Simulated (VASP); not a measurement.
C18Se: single point with PBE

Slab: C18Se, a slab with vacuum.

```
C Se
1.0
     7.39800    0.00000    0.00000
    -3.69900    6.40686    0.00000
     0.00000    0.00000   12.00000
C Se
18 1
Direct
  0.99929 0.99946 0.07837
  0.22222 0.11167 0.07878
  0.00085 0.33253 0.07684
  0.21860 0.43995 0.08370
  0.99540 0.66311 0.08367
  0.21982 0.77894 0.10327
  0.33563 0.00334 0.08367
  0.55337 0.11073 0.07684
  0.33202 0.33162 0.07880
  0.55495 0.44380 0.07838
  0.33441 0.66434 0.10321
  0.55880 0.78013 0.08371
  0.66621 0.99789 0.07686
  0.88903 0.10972 0.07460
  0.66520 0.33355 0.07457
  0.88802 0.44537 0.07682
  0.66713 0.66673 0.07880
  0.88709 0.77653 0.07878
  0.27677 0.72177 0.27034
```

```
Program                : VASP 6.6.1
Task                   : single point
Functional             : PBE
Potentials or basis    : VASP PAW PBE potentials, release 64 (C, Se)
Cutoff                 : 520 eV
k mesh                 : 2 × 2 × 1
Occupations            : fermi-dirac, width 0.02 eV
Spin                   : no spin polarisation
Dipole correction      : no
Further INCAR settings : LREAL = Auto; ALGO = Normal; EDIFF = 1e-07; NBANDS = 54
```

| Property | Result |
| --- | --- |
| Largest force | 0.039 eV/Å |
| Band gap on the k mesh | 0.30 eV, direct |

Forces on the atoms (eV/Å):
```
C    0.010  0.004  0.006
C   -0.003 -0.001 -0.004
C    0.003 -0.001 -0.003
C   -0.005  0.014 -0.004
C    0.019  0.001 -0.003
C   -0.020  0.007 -0.009
C    0.009 -0.018 -0.005
C   -0.005  0.009 -0.008
C    0.002  0.002 -0.001
C   -0.004  0.001  0.006
C    0.015 -0.014  0.006
C   -0.013 -0.002 -0.003
C    0.003  0.003 -0.001
C   -0.011  0.003 -0.001
C    0.010 -0.004 -0.003
C   -0.009 -0.001 -0.003
C   -0.004  0.000 -0.004
C    0.000  0.003 -0.003
Se   0.005 -0.006  0.038
```

Levels at points of the mesh, in eV from the valence-band top:
```
           k point  band 37  band 38  band 39  band 40  band 41  band 42
(0.00, 0.00, 0.00)    -0.94    -0.83     0.00     0.30     0.79     2.07
(0.50, 0.00, 0.00)    -2.28    -0.84    -0.81     1.00     1.93     2.54
(0.00, 0.50, 0.00)    -2.28    -0.84    -0.81     1.00     1.93     2.54
(0.50, 0.50, 0.00)    -2.35    -0.82    -0.50     0.50     2.21     2.44
```

Run time: 5.1 min on 1 thread of Intel(R) Xeon(R) Platinum 8259CL CPU @ 2.50GHz (Skylake/Cascade Lake), on a shared host, peak memory 0.58 GiB.

Caveat: the k points lie up to 0.49 Å⁻¹ apart.
